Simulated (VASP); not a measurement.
## Sr: single point with PBE

Crystal: Sr.

```
Sr
1.0
    -3.70636    3.70636    2.02088
     3.70636   -3.70636    2.02088
     3.70636    3.70636   -2.02088
Sr
2
Direct
  0.75000 0.25000 0.50000
  0.00000 0.00000 0.00000
```

| Property | Result |
| --- | --- |
| Program | VASP 6.6.1 |
| Task | single point |
| Functional | PBE |
| Potentials or basis | VASP PAW PBE potentials, release 64 (Sr_sv) |
| Cutoff | 520 eV |
| k mesh | 4 × 4 × 4 |
| Occupations | gaussian, width 0.1 eV |
| Spin | no spin polarisation |
| Dipole correction | no |
| Further INCAR settings | ALGO = Normal; EDIFF = 1e-06; NBANDS = 17 |

```
Pressure               : 0.5 GPa
Band gap on the k mesh : zero (band 10 reaches 1.53 eV, above the bottom of band 11 at 1.22 eV)
```

Stress tensor (GPa, compression positive):
```
0.66 0.00 0.00
0.00 0.66 0.00
0.00 0.00 0.15
```

Levels at points of the mesh, in eV from the Fermi level:
```csv
k point,band 7,band 8,band 9,band 10,band 11,band 12,band 13,band 14
"(0.00, 0.00, 0.00)",-18.47,-18.47,-3.40,-0.27,0.75,1.16,1.80,2.72
"(0.50, 0.00, 0.00)",-18.55,-18.46,-0.77,-0.01,0.04,1.12,1.35,1.87
"(0.50, 0.50, 0.00)",-18.47,-18.47,-1.80,-1.80,1.16,1.16,1.66,1.66
"(0.50, 0.50, 0.50)",-18.45,-18.45,-1.07,-1.07,0.00,0.00,1.74,1.74
```

Wall time 15 s on 1 thread of Intel(R) Xeon(R) Platinum 8559C (Emerald Rapids), on a shared host, peak memory 0.24 GiB.

Caveat: the k points lie up to 0.44 Å⁻¹ apart.
